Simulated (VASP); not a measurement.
Input of a VASP 6.6.1 run:

The input POSCAR:

```
GaP
1.0
    0.0000000000      2.7661287500      2.7252500000
    2.7252500000      0.0000000000      2.7252500000
    2.7252500000      2.7661287500      0.0000000000
Ga P
1 1
Direct
    0.0000000000      0.0000000000      0.0000000000
    0.7500000000      0.7500000000      0.7500000000
```

INCAR.step1

```
PREC = Accurate
ENCUT = 520
ISMEAR = 0
SIGMA = 0.05
LREAL = False
LASPH = True
NELM = 80
NBANDS = 16
GGA = PE
ALGO = Normal
EDIFF = 1E-4
LWAVE = True
LCHARG = False
```

Contents of INCAR.step2:

```
PREC = Accurate
ENCUT = 520
EDIFF = 1E-6
ISMEAR = 0
SIGMA = 0.05
LREAL = False
LASPH = True
NELM = 80
ALGO = Normal
ISIF = 2
LWAVE = False
LCHARG = False
METAGGA = R2SCAN
LMIXTAU = True
NBANDS = 16
ISTART = 1
```

File KPOINTS:

```
Automatic mesh
0
Gamma
  8 8 8
```

Potentials or basis: VASP PAW PBE potentials, release 64 (Ga_d, P).

The run is started by

```sh
$ cat potpaw_PBE.64/Ga_d/POTCAR potpaw_PBE.64/P/POTCAR > POTCAR
$ cp INCAR.step1 INCAR
$ mpirun -np 1 vasp_std > vasp.out
$ cp INCAR.step2 INCAR
$ mpirun -np 1 vasp_std > vasp.out
```

Q: What does it give for the band gap on the k mesh?

A: 1.85 eV (least direct gap 2.18 eV).

Q: What does it give for the pressure?

A: -1.3 GPa.

Stress tensor (GPa, compression positive):
```
-0.88  0.00  0.00
 0.00 -2.12  0.00
 0.00  0.00 -0.88
```

Caveat: the cell differs from its parent crystal (strain +0.0150 x Voigt [0, 1, 0, 0, 0, 0]); the PAW data sets were made with another functional, which shifts forces and pressure a little. A k mesh can miss the band edges.
